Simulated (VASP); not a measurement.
Nb, 1 atom in the cell. The structure is tetragonal, space group I4/mmm (No. 139). Conventional cell: a = 3.141 Å, b = 3.141 Å, c = 4.019 Å, α = 90.00°, β = 90.00°, γ = 90.00°. Within 4.1 Å of Nb (site symmetry 4/mmm) lie 14 Nb at 2.99 to 4.02 Å.  This cell differs from its parent crystal: strain +0.050 along x and y, -0.050 along z.

| Item | Value |
| --- | --- |
| Program | VASP 6.6.1 |
| Task | single point |
| Functional | PBEsol |
| Potentials or basis | VASP PAW PBE potentials, release 64 (Nb_sv) |
| Cutoff | 500 eV |
| k mesh | 20 × 20 × 20 |
| Occupations | gaussian, width 0.15 eV |
| Spin | no spin polarisation |
| Dipole correction | no |
| Further INCAR settings | ALGO = Normal; EDIFF = 1e-06; NBANDS = 12 |

Potentials or basis: VASP PAW PBE potentials, release 64 (Nb_sv).

Run with:

```bash
$ cat potpaw_PBE.64/Nb_sv/POTCAR > POTCAR
$ mpirun -np 1 vasp_std > vasp.out
```

Hardware: 1 thread of Intel(R) Xeon(R) Platinum 8488C (Sapphire Rapids), on a shared host.

Q: Estimate the wall time of this run.

A: Wall time 80 s on 1 thread of Intel(R) Xeon(R) Platinum 8488C (Sapphire Rapids), with other jobs on the host, peak memory 0.25 GiB. Counts: scf iterations 12, k points 641.
